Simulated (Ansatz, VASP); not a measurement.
**Ti3Al: VASP beside Ansatz**

Contents of INCAR:

```
PREC = Accurate
ENCUT = 520
EDIFF = 1E-7
ISMEAR = 0
SIGMA = 0.1
LREAL = False
LASPH = True
NELM = 100
ALGO = Fast
ISIF = 2
LWAVE = False
LCHARG = False
GGA = CA
NBANDS = 28
```

KPOINTS

```
regular mesh
0
Gamma
  12 12 12
```

Contents of POSCAR:

```
Ti3Al
1.0
    4.0510427150      0.0000000000      0.0000000000
    0.0000000000      4.0510427150      0.0000000000
    0.0000000000      0.0000000000      4.0510427150
Ti Al
3 1
Direct
    0.0000000000      0.5000000000      0.0000000000
    0.0000000000      0.0000000000      0.5000000000
    0.5000000000      0.0000000000      0.0000000000
    0.5000000000      0.5000000000      0.5000000000
```

Input for Ansatz:

```yaml
crystal:
  lattice:
    - [4.051042715, 0.0, 0.0]
    - [0.0, 4.051042715, 0.0]
    - [0.0, 0.0, 4.051042715]
  atoms:
    - { symbol: Ti, position: [0.0, 0.5, 0.0] }
    - { symbol: Ti, position: [0.0, 0.0, 0.5] }
    - { symbol: Ti, position: [0.5, 0.0, 0.0] }
    - { symbol: Al, position: [0.5, 0.5, 0.5] }
basis:
  ecutwfc: 420
kpoints:
  mp_grid: { grid: [12, 12, 12] }
  band_path:
    path:
      - [[0.0, 0.0, 0.0], [0.0, 0.5, 0.0], [0.5, 0.5, 0.0], [0.0, 0.0, 0.0], [0.5, 0.5, 0.5], [0.0, 0.5, 0.0]]
      - [[0.5, 0.5, 0.5], [0.5, 0.5, 0.0]]
    npoints: 14
hamiltonian:
  xc: lda
scf:
  occupations: { method: gaussian, width: 0.1 }
  n_extra_bands: 10
output:
  forces: true
  stress: true
  eigenvalues: true
  populations: true
  dos: { projected: true, de: 0.02, nscf_kmesh: { grid: [15, 15, 15] } }
  bader: true
  write_density: true
  write_potential: true
  elf: true
  volumetric_format: npy
```

Alike in both runs: task single point; functional LDA; k mesh 12 × 12 × 12; occupations gaussian, width 0.1 eV; no spin polarisation.

```csv
,VASP,Ansatz
version,VASP 6.6.1,Ansatz 0.2.0
potentials or method,"VASP PAW LDA potentials, release 64 (Ti_sv, Al), cutoff 520 eV","scalar-relativistic, plane waves, PAW"
valence electrons in the cell,39,39
```

Ansatz gave:

```
gap on the k mesh at the Fermi level (eV) : none
pressure (GPa)                            : -7.9
```

Task: Estimate VASP's values.

Result: gap on the k mesh at the Fermi level (eV): none; pressure (GPa): -7.8.

LDA's correlation is that of Perdew and Zunger in VASP and of Perdew and Wang (1992) in Ansatz. A gap of «none» marks a metal or a gap that the smearing closes.
